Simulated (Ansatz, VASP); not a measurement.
**Ti3Al: VASP beside Ansatz**

INCAR

```
  ALGO = Normal
  EDIFF = 1E-6
  ENCUT = 520
  GGA = PE
  ISIF = 2
  ISMEAR = 0
  ISPIN = 2
  LASPH = T
  LCHARG = F
  LMAXMIX = 4
  LORBIT = 11
  LREAL = F
  LWAVE = F
  MAGMOM = 1 1 1 0
  NBANDS = 32
  NELM = 150
  PREC = Accurate
  SIGMA = 0.05
```

Contents of KPOINTS:

```
k-points
0
Gamma
  10 10 10
```

Contents of POSCAR:

```
Ti3Al
1.0
    0.0000000000      3.2317810000      3.2317810000
    3.2317810000      0.0000000000      3.2317810000
    3.2317810000      3.2317810000      0.0000000000
Ti Al
3 1
Direct
    0.7500000000      0.7500000000      0.7500000000
    0.2500000000      0.2500000000      0.2500000000
    0.0000000000      0.0000000000      0.0000000000
    0.5000000000      0.5000000000      0.5000000000
```

Input for Ansatz:

```yaml
crystal:
  lattice:
    - [0.0, 3.231781, 3.231781]
    - [3.231781, 0.0, 3.231781]
    - [3.231781, 3.231781, 0.0]
  atoms:
    - { symbol: Ti, position: [0.75, 0.75, 0.75], spin: 1.0 }
    - { symbol: Ti, position: [0.25, 0.25, 0.25], spin: 1.0 }
    - { symbol: Ti, position: [0.0, 0.0, 0.0], spin: 1.0 }
    - { symbol: Al, position: [0.5, 0.5, 0.5] }
magnetization:
  spin_polarized: true
basis:
  ecutwfc: 500
  fft_grid_basis: typed
kpoints:
  mp_grid: { grid: [10, 10, 10] }
hamiltonian:
  xc: pbe
scf:
  occupations: { method: gaussian, width: 0.05 }
output:
  forces: true
  stress: true
  eigenvalues: true
  bader: true
  write_density: true
  volumetric_format: npy
  populations: true
  elf: true
```

Alike in both runs: task single point; functional PBE; k mesh 10 × 10 × 10; occupations gaussian, width 0.05 eV; collinear spin.

```csv
,VASP,Ansatz
version,VASP 6.6.1,Ansatz 0.2.0
potentials or method,"VASP PAW PBE potentials, release 64 (Ti_sv, Al), cutoff 520 eV","scalar-relativistic, plane waves, PAW"
valence electrons in the cell,39,39
```

```tsv
	VASP	Ansatz	Ansatz less VASP
gap on the k mesh at the Fermi level (eV)	none	none	-
pressure (GPa)	-0.3	-0.2	+0.12
net moment per atom (μB)	0.48	0.48	+0.001
size of the moment on the site where the two differ most (μB)	1.02	1.03	+0.014
```

Site moments also hang on the region over which each program counts them. A gap of «none» marks a metal or a gap that the smearing closes.
